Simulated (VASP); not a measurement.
Wanted: the native input for a VASP 6.6.1 run.

```yaml
Task: single point
Functional: LDA
Potentials_or_basis: VASP PAW LDA potentials, release 64 (K_sv, F)
Cutoff: 520 eV
k_mesh: 8 × 8 × 8
Occupations: gaussian, width 0.05 eV
Spin: no spin polarisation
Dipole_correction: no
Further_INCAR_settings: ALGO = Normal; EDIFF = 1e-06; NBANDS = 15
```

The structure of KF lies in POSCAR:

```
KF
1.0
    0.0000000000      2.6066625000      2.6066625000
    2.6066625000      0.0000000000      2.6066625000
    2.6066625000      2.6066625000      0.0000000000
K F
1 1
Direct
    0.0000000000      0.0000000000      0.0000000000
    0.5000000000      0.5000000000      0.5000000000
```

This cell differs from its parent crystal: strain -0.025 along x and y, -0.025 along z.

One way to write it, as run:

INCAR

```
PREC = Accurate
ENCUT = 520
EDIFF = 1E-6
ISMEAR = 0
SIGMA = 0.05
LREAL = False
LASPH = True
NELM = 60
ALGO = Normal
ISIF = 2
LWAVE = False
LCHARG = False
GGA = CA
NBANDS = 15
```

KPOINTS

```
Automatic mesh
0
Gamma
  8 8 8
```

Potentials or basis: VASP PAW LDA potentials, release 64 (K_sv, F).

Run with:

```console
$ cat potpaw_LDA.64/K_sv/POTCAR potpaw_LDA.64/F/POTCAR > POTCAR
$ mpirun -np 1 vasp_std > vasp.out
```

It gave:

The pressure is -1.0 GPa and the band gap on the k mesh is 6.18 eV, direct.

Caveat: the cell differs from its parent crystal (strain -0.025 along x and y, -0.025 along z).

It took 9.3 s on 1 thread of Intel(R) Xeon(R) Platinum 8488C (Sapphire Rapids), with other jobs on the host, peak memory 0.14 GiB.
